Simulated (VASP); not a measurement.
Input of a VASP 6.6.1 run:

Contents of INCAR:

```
PREC = Accurate
ENCUT = 520
EDIFF = 1E-8
ISMEAR = 0
SIGMA = 0.01
LREAL = False
LASPH = True
NELM = 100
ALGO = Normal
ISIF = 2
LWAVE = False
LCHARG = False
NBANDS = 26
IBRION = 8
NSW = 1
LEPSILON = True
```

Contents of KPOINTS:

```
Automatic mesh
0
Gamma
  6 6 4
```

File POSCAR:

```
CdS
1.0
    4.0740851350      0.0000000000      0.0000000000
   -2.0370425675      3.5282612241      0.0000000000
    0.0000000000      0.0000000000      6.6370068216
Cd S
2 2
Direct
    0.3333333333      0.6666666667     -0.0005565979
    0.6666666667      0.3333333333      0.4994434021
    0.3333333333      0.6666666667      0.3755565979
    0.6666666667      0.3333333333      0.8755565979
```

Potentials or basis: VASP PAW LDA potentials, release 64 (Cd, S).

Run with:

```sh
$ cat potpaw_LDA.64/Cd/POTCAR potpaw_LDA.64/S/POTCAR > POTCAR
$ mpirun -np 1 vasp_std > vasp.out
```

Problem. Estimate the electronic dielectric tensor (diagonal).

Solution. 7.51, 7.51, 7.30.

Problem. What does it give for the Born charges (mean of the diagonal)?

Solution. Cd +2.16; S -2.16 e.

Problem. What does it give for the highest phonon frequency at Γ, LO-TO splitting left out?

Solution. 310 cm⁻¹.

Born effective charge tensors (e):
atom 1, Cd
```
2.14 0.00 0.00
0.00 2.14 0.00
0.00 0.00 2.20
```
atom 2, Cd
```
2.14 0.00 0.00
0.00 2.14 0.00
0.00 0.00 2.20
```
atom 3, S
```
-2.14  0.00  0.00
 0.00 -2.14  0.00
 0.00  0.00 -2.20
```
atom 4, S
```
-2.14  0.00  0.00
 0.00 -2.14  0.00
 0.00  0.00 -2.20
```
